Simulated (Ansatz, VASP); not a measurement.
## N in VASP and in Ansatz

```
N
1.0
     5.65899    0.00000    0.00000
     0.00000    5.65899    0.00000
     0.00000    0.00000    5.65899
N
8
Direct
  0.05619 0.05619 0.05619
  0.44381 0.94381 0.55619
  0.55619 0.44381 0.94381
  0.94381 0.55619 0.44381
  0.94381 0.94381 0.94381
  0.55619 0.05619 0.44381
  0.44381 0.55619 0.05619
  0.05619 0.44381 0.55619
```

Alike in both runs: functional PBE; dispersion D3(BJ); k mesh 4 × 4 × 4; occupations gaussian, width 0.02 eV; no spin polarisation.

Ansatz relaxed the structure, and its values are those at the end. VASP's run is a single point on that final structure, the one shown.

```csv
,VASP,Ansatz
version,VASP 6.6.1,Ansatz 0.2.0
potentials or method,"VASP PAW PBE potentials, release 64 (N), cutoff 520 eV","scalar-relativistic, plane waves, PAW"
valence electrons in the cell,40,40
```

```tsv
	VASP	Ansatz	Ansatz less VASP
gap on the k mesh at the Fermi level (eV)	7.36	7.40	+0.044
least direct gap on the mesh (eV)	7.38	7.43	+0.044
pressure (GPa)	2.0	0.0	-2.03
rms of the force components (eV/Å)	1.012	0.001	-1.0111
```

One of these differences is far larger than is usual between the two programs; its cause wasn't traced.

Noted on VASP's run: the standard files for N, O and F lose accuracy on very short bonds.
